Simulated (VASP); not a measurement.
Crystal: Ge.

```xyz
2
Lattice="-2.5745 2.5745 1.3974 2.5745 -2.5745 1.3974 2.5745 2.5745 -1.3974" Properties=species:S:1:pos:R:3 pbc="T T T"
Ge    0.0000    0.0000    1.3974
Ge    2.5745    0.0000    0.6987
```

```yaml
Program: VASP 6.6.1
Task: relaxation of cell and atoms
Functional: BLYP
Dispersion: D4
Potentials_or_basis: VASP PAW PBE potentials, release 64 (Ge_d)
Cutoff: 600 eV
k_mesh: 11 × 11 × 11
Occupations: fermi-dirac, width 0.05 eV
Spin: no spin polarisation
```

At the start: pressure 3.7 GPa; volume 18.52 Å³/atom.

Task: Where does the relaxation end?

Result: Over 7 steps the energy falls by 10.6 meV/atom and the volume is 19.48 Å³/atom (+5.2 %); space group I4_1/amd (No. 141, to 0.1 Å) before and after.

Step by step:
```csv
step,energy change (eV),largest force (eV/Å),pressure (GPa),volume (Å³)
1,0.0000,0.0000,3.65,37.05
2,-0.0205,0.0000,-0.63,39.36
3,-0.0212,0.0000,-0.07,38.98
4,-0.0212,0.0000,0.10,38.94
5,-0.0212,0.0000,0.08,38.94
6,-0.0212,0.0000,0.09,38.94
7,-0.0212,0.0000,-0.02,38.97
```

Final structure:
```yaml
crystal:
  lattice:
    - [-2.62024, 2.62024, 1.41889]
    - [2.62024, -2.62024, 1.41889]
    - [2.62024, 2.62024, -1.41889]
  atoms:
    - { symbol: Ge, position: [0.50000, 0.50000, 0.00000] }
    - { symbol: Ge, position: [0.25000, 0.75000, 0.50000] }
```

Caveat: the PAW data sets were made with another functional, which shifts forces and pressure a little.
